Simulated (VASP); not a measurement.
# TiSi16 (a cell with a defect) in VASP: further runs, part 3 of 3

VASP 6.6.1. The steps go on from the part before.

**7. Relaxation of the atoms, PBE**

Input file INCAR:

```
PREC = Accurate ; ENCUT = 520
EDIFF = 1E-7 ; ISMEAR = -1
SIGMA = 0.05 ; LREAL = Auto
LASPH = T ; NELM = 80
ALGO = Normal ; ISIF = 2
LWAVE = F ; LCHARG = F
GGA = PE ; IBRION = 2
NSW = 80 ; EDIFFG = -0.03
```

Input file KPOINTS:

```
regular mesh
0
Gamma
  2 2 2
```

Input file POSCAR:

```
TiSi16
1.0
    0.0000000000      5.4300000000      5.4300000000
    5.4300000000      0.0000000000      5.4300000000
    5.4300000000      5.4300000000      0.0000000000
Si Ti
16 1
Direct
    0.0000000000      0.0000000000      0.0000000000
    0.1250000000      0.1250000000      0.1250000000
    0.0000000000      0.0000000000      0.5000000000
    0.1250000000      0.1250000000      0.6250000000
    0.0000000000      0.5000000000      0.0000000000
    0.1250000000      0.6250000000      0.1250000000
    0.0000000000      0.5000000000      0.5000000000
    0.1250000000      0.6250000000      0.6250000000
    0.5000000000      0.0000000000      0.0000000000
    0.6250000000      0.1250000000      0.1250000000
    0.5000000000      0.0000000000      0.5000000000
    0.6250000000      0.1250000000      0.6250000000
    0.5000000000      0.5000000000      0.0000000000
    0.6250000000      0.6250000000      0.1250000000
    0.5000000000      0.5000000000      0.5000000000
    0.6250000000      0.6250000000      0.6250000000
    0.3723099100     -0.1137107800      0.3748922200
```

Potentials or basis: VASP PAW PBE potentials, release 64 (Si, Ti_sv).

The run is started by

```
> cat potpaw_PBE.64/Si/POTCAR potpaw_PBE.64/Ti_sv/POTCAR > POTCAR
> mpirun -np 1 vasp_std > vasp.out
```

OUTCAR:

```text
PREC = Accurate
   ENCUT = 520
   EDIFF = 1E-7
   ISMEAR = -1
   LREAL = Auto
   LASPH = T
   NELM = 80
   ISIF = 2
   GGA = PE
   IBRION = 2
   NSW = 80
   EDIFFG = -0.03

 ion  position               nearest neighbor table
   1  0.000  0.000  0.000-   2 2.35   4 2.35   6 2.35  10 2.35
   2  0.125  0.125  0.125-   1 2.35   3 2.35   5 2.35   9 2.35  17 2.70
   3  0.000  0.000  0.500-  17 2.34   4 2.35   8 2.35  12 2.35   2 2.35
   4  0.125  0.125  0.625-   1 2.35   3 2.35   7 2.35  11 2.35  17 2.65
   5  0.000  0.500  0.000-   2 2.35   6 2.35   8 2.35  14 2.35
   6  0.125  0.625  0.125-   1 2.35   5 2.35   7 2.35  13 2.35
   7  0.000  0.500  0.500-   4 2.35   6 2.35   8 2.35  16 2.35
   8  0.125  0.625  0.625-   3 2.35   5 2.35   7 2.35  15 2.35  17 2.76
   9  0.500  0.000  0.000-   2 2.35  10 2.35  12 2.35  14 2.35  17 2.35
  10  0.625  0.125  0.125-   1 2.35   9 2.35  11 2.35  13 2.35  17 2.67
  11  0.500  0.000  0.500-  17 2.30  10 2.35  12 2.35  16 2.35   4 2.35
  12  0.625  0.125  0.625-   3 2.35   9 2.35  11 2.35  15 2.35
  13  0.500  0.500  0.000-   6 2.35  10 2.35  14 2.35  16 2.35
  14  0.625  0.625  0.125-   5 2.35   9 2.35  13 2.35  15 2.35  17 2.78
  15  0.500  0.500  0.500-   8 2.35  12 2.35  14 2.35  16 2.35  17 2.42
  16  0.625  0.625  0.625-   7 2.35  11 2.35  13 2.35  15 2.35  17 2.73
  17  0.372  0.886  0.375-  11 2.30   3 2.34   9 2.35  15 2.42   4 2.65  10 2.67   2 2.70  16 2.73
                             8 2.76  14 2.78

  LATTYP: Found a face centered cubic cell.
 ALAT       =    10.8600000000

  Lattice vectors:

 A1 = (   0.0000000000,   5.4300000000,   5.4300000000)
 A2 = (   5.4300000000,   0.0000000000,   5.4300000000)
 A3 = (   5.4300000000,   5.4300000000,   0.0000000000)

Analysis of symmetry for initial positions (statically):
=====================================================================
 Subroutine PRICEL returns:
 Original cell was already a primitive cell.

 Routine SETGRP: Setting up the symmetry group for a
 face centered cubic supercell.

 Subroutine GETGRP returns: Found  1 space group operations
 (whereof  1 operations were pure point group operations)
[... 137 lines left out ...]
   POTIM  = 0.5000    time-step for ionic-motion
   TEBEG  =    0.0;   TEEND  =   0.0 temperature during run
   PSTRESS=    0.0 pullay stress
   NELECT =      76.0000    total number of electrons
   NUPDOWN=      -1.0000    fix difference up-down
   EMIN   =  10.00;   EMAX   =-10.00  energy-range for DOS
   EFERMI =   0.00;   METHOD = LEGACY
   ISMEAR =    -1;   SIGMA  =   0.05  broadening in eV -4-tet -1-fermi 0-gaus
   EFERMI_NEDOS =   21; number of points for ismear=-14 and -15
   IALGO  =     38    algorithm
   IMIX   =      4    mixing-type and parameters
     AMIX     =   0.40;   BMIX     =  1.00
     AMIX_MAG =   1.60;   BMIX_MAG =  1.00
  volume/ion in A,a.u.               =      18.84       127.11
  Fermi-wavevector in a.u.,A,eV,Ry     =   1.013607  1.915439 13.978610  1.027399
  Thomas-Fermi vector in A             =   2.146786
   LORBIT       =      0    0 simple, 1 ext, 2 COOP (PROOUT), +10 PAW based schemes
   GGA     = PE    functional components
   LHFCALC =     F    Hartree Fock is set to
   AEXX    =    0.0000 exact exchange contribution
   IVDW    =     0    specifies the selected vdW correction
   LEPSILON=     F    determine dielectric tensor
   LRPA    =     F    only Hartree local field effects (RPA)
 conjugate gradient relaxation of ions
 non-spin polarized calculation
  energy-cutoff  :      520.00
  volume of cell :      320.21
 maximum number of plane-waves:      8646
 NGX is ok and might be reduce to    60
   NGX = 29   NGY = 29   NGZ = 29

--------------------------------------- Ionic step        1  -------------------------------------------

 number of electron      76.0000003 magnetization

 Free energy of the ion-electron system (eV)
  ---------------------------------------------------
  ext. energy  EPLUGINS =         0.00000000
  ---------------------------------------------------
  free energy    TOTEN  =       -91.85889282 eV

  energy without entropy =      -91.74143209  energy(sigma->0) =      -91.80016246

------------------------ aborting loop because EDIFF is reached ----------------------------------------

  FORCE on cell =-STRESS in cart. coord.  units (eV):
  Direction    XX          YY          ZZ          XY          YZ          ZX
  --------------------------------------------------------------------------------------
  -------------------------------------------------------------------------------------
  Total        9.9456804      9.9417973      9.9431049      0.5410978      0.7154324     -0.1562776
  in kB       49.7640364     49.7446068     49.7511495      2.7074276      3.5797251     -0.7819480
  external PRESSURE =      49.7532642 kB  Pullay stress =       0.0000000 kB
[... 293 lines left out ...]
--------------------------------------- Ionic step        7  -------------------------------------------

 number of electron      75.9999998 magnetization

 Free energy of the ion-electron system (eV)
  ---------------------------------------------------
  ext. energy  EPLUGINS =         0.00000000
  ---------------------------------------------------
  free energy    TOTEN  =       -92.26392356 eV

  energy without entropy =      -92.16601990  energy(sigma->0) =      -92.21497173

 E-fermi :   6.9264     XC(G=0):  -9.7505

 val. band max:        6.9001562822   @ k =   0.0000   0.5000   0.5000
 cond. band min:       6.9619253801   @ k =   0.0000   0.0000   0.5000
 fundamental gap:      0.0617690979
 Fermi energy:         6.9263655090

 k-point     1 :       0.0000    0.0000    0.0000
  band No.  band energies     occupation
      1     -49.8495      2.00000
      2     -26.2259      2.00000
      3     -26.2247      2.00000
      4     -26.2217      2.00000
      5      -5.7200      2.00000
      6      -3.5140      2.00000
[... 433 lines left out ...]
  FREE ENERGIE OF THE ION-ELECTRON SYSTEM (eV)
  ---------------------------------------------------
  free  energy   TOTEN  =       -92.2639235576 eV

  energy  without entropy=      -92.1660199047  energy(sigma->0) =      -92.21497173

 reached required accuracy - stopping structural energy minimisation
```

OSZICAR:

```text
N       E                     dE             d eps       ncg     rms          rms(c)
DAV:   1     0.365754592666E+03    0.36575E+03   -0.31342E+04   760   0.140E+03
DAV:   2    -0.550012760092E+02   -0.42076E+03   -0.40825E+03   890   0.272E+02
DAV:   3    -0.918789089602E+02   -0.36878E+02   -0.35936E+02  1080   0.718E+01
DAV:   4    -0.945830569336E+02   -0.27041E+01   -0.26418E+01  1152   0.168E+01
[... 70 lines left out ...]
DAV:   3    -0.922639268808E+02    0.16655E-04   -0.20393E-04  1051   0.760E-02    0.178E-02
DAV:   4    -0.922639236200E+02    0.32607E-05   -0.17934E-05   945   0.226E-02    0.109E-02
DAV:   5    -0.922639233217E+02    0.29832E-06   -0.52688E-06   944   0.122E-02    0.342E-03
DAV:   6    -0.922639235325E+02   -0.21077E-06   -0.10722E-06   912   0.469E-03    0.159E-03
DAV:   7    -0.922639235576E+02   -0.25157E-07   -0.43494E-08   544   0.117E-03
   7 F= -.92263924E+02 E0= -.92214972E+02  d E =-.239676E-02
```

CONTCAR:

```text
TiSi16
   1.00000000000000
     0.0000000000000000    5.4299999999999997    5.4299999999999997
     5.4299999999999997    0.0000000000000000    5.4299999999999997
     5.4299999999999997    5.4299999999999997    0.0000000000000000
  Si              Ti
    16     1
Direct
     0.0015523381850585    0.9954848349533230    0.0016783352535245
     0.1212895634560843    0.1288045626554605    0.1214857370818588
     0.9878821083819151    0.0042933250849005    0.5040073868710805
     0.1214318911843366    0.1289071423001443    0.6286917612429087
     0.0011968817185684    0.5018576706278277    0.0012968106797312
     0.1250251213839571    0.6249219875907073    0.1250065885415773
[... 9 lines left out ...]
     0.6284305002500014    0.6223105557337785    0.6284755139347173
     0.3745673515021626    0.8765609427822313    0.3749979882542150

  0.00000000E+00  0.00000000E+00  0.00000000E+00
  0.00000000E+00  0.00000000E+00  0.00000000E+00
  0.00000000E+00  0.00000000E+00  0.00000000E+00
  0.00000000E+00  0.00000000E+00  0.00000000E+00
  0.00000000E+00  0.00000000E+00  0.00000000E+00
  0.00000000E+00  0.00000000E+00  0.00000000E+00
[... 9 lines left out ...]
  0.00000000E+00  0.00000000E+00  0.00000000E+00
  0.00000000E+00  0.00000000E+00  0.00000000E+00
```

Wall time 34 min (1 thread of Oxide Virtual Turin-like, shared host); peak memory 0.53 GiB.

Results:

| Quantity | Value |
| --- | --- |
| Free energy | -92.2639 eV |
| Energy gained by relaxing | 23.8 meV/atom |
| Ionic steps | 7 |
| Pressure after relaxing | 4.1 GPa |
| Largest force after relaxing | 0.026 eV/Å |
| Band gap on the k mesh | zero (bands 38 and 39 overlap by 0.43 eV) |

Forces in eV/Å, atoms in the order of the input:
```
Si   0.007 -0.014  0.010
Si   0.003  0.000  0.000
Si   0.018 -0.013 -0.003
Si   0.000  0.003  0.008
Si  -0.007  0.004 -0.005
Si   0.002 -0.001  0.002
Si  -0.005  0.010 -0.012
Si   0.010 -0.009 -0.002
Si  -0.002 -0.014  0.018
Si   0.010  0.005 -0.001
Si   0.001 -0.012 -0.001
Si  -0.015  0.016 -0.013
Si  -0.011  0.008 -0.005
Si  -0.001 -0.007  0.008
Si  -0.007  0.012 -0.008
Si   0.015  0.001  0.014
Ti  -0.019  0.011 -0.011
```

The path:
```
step  energy change (eV)  largest force (eV/Å)  pressure (GPa)
   1              0.0000                2.2160            4.98
   2             -0.3857                0.6577            4.02
   3             -0.3888                0.4226            4.05
   4             -0.4019                0.2398            4.02
   5             -0.4026                0.1490            4.03
   6             -0.4049                0.0582            4.04
   7             -0.4050                0.0259            4.05
```

Final structure:
```
Si Ti
1.0
     0.00000    5.43000    5.43000
     5.43000    0.00000    5.43000
     5.43000    5.43000    0.00000
Si Ti
16 1
Direct
  0.00155 0.99548 0.00168
  0.12129 0.12880 0.12149
  0.98788 0.00429 0.50401
  0.12143 0.12891 0.62869
  0.00120 0.50186 0.00130
  0.12503 0.62492 0.12501
  0.00130 0.50204 0.49559
  0.12113 0.62220 0.62841
  0.50383 0.00418 0.98831
  0.62861 0.12887 0.12159
  0.50427 0.00458 0.50432
  0.62448 0.12713 0.62495
  0.49562 0.50197 0.00137
  0.62834 0.62216 0.12128
  0.50336 0.49002 0.50343
  0.62843 0.62231 0.62848
  0.37457 0.87656 0.37500
```

Caveat: the k points lie up to 0.50 Å⁻¹ apart.
